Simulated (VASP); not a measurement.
A run of VASP 6.6.1 is set up as follows.

Contents of INCAR:

```
ALGO     = Normal         # electronic algorithm
EDIFF    = 1E-7           # SCF threshold, eV
EDIFFG   = -0.04          # ionic threshold
ENCUT    = 600            # plane-wave cutoff, eV
GGA      = PE             # functional
IBRION   = 2              # ionic algorithm
ISIF     = 3              # what is computed and relaxed
ISMEAR   = 0              # smearing method
LASPH    = T              # aspherical terms in the spheres
LCHARG   = F              # write CHGCAR
LREAL    = F              # projectors in reciprocal space
LWAVE    = F              # write WAVECAR
NELM     = 80             # most SCF steps
NSW      = 90             # ionic steps
PREC     = Accurate       # precision mode
SIGMA    = 0.1            # smearing width, eV
```

The input KPOINTS:

```
k-points
0
Gamma
  4 4 4
```

Contents of POSCAR:

```
BaMo
1.0
    2.2605447835     -5.7356687010      0.0000000000
    2.2605447835      5.7356687010      0.0000000000
    0.0000000000      0.0000000000      4.3783301500
Ba Mo
2 2
Direct
    0.8620000000      0.1380000000      0.7500000000
    0.1380000000      0.8620000000      0.2500000000
    0.5830000000      0.4170000000      0.7500000000
    0.4170000000      0.5830000000      0.2500000000
```

Potentials or basis: VASP PAW PBE potentials, release 64 (Ba_sv, Mo_sv).

Command:

```sh
$ cat potpaw_PBE.64/Ba_sv/POTCAR potpaw_PBE.64/Mo_sv/POTCAR > POTCAR
$ mpirun -np 1 vasp_std > vasp.out
```

Estimate the space group after relaxing (to 0.1 Å).

Cmcm (No. 63).

Estimate the band gap on the k mesh.

zero (bands 24 and 25 overlap by 0.49 eV).

What does it give for the relaxed volume?

32.75 Å³/atom.

Predict the relaxed cell.

a = 7.007 Å, b = 7.007 Å, c = 3.636 Å, α = 90.00°, β = 90.00°, γ = 132.80°.

Stress tensor (GPa, compression positive):
```
 0.00  0.00  0.00
 0.00  0.05  0.00
 0.00  0.00 -0.12
```

Caveat: the k points lie up to 0.43 Å⁻¹ apart in the final cell; the volume moved by over 15 % at a fixed basis, so the end points are rough; spin-orbit coupling is left out, which moves the levels of the heavy elements.
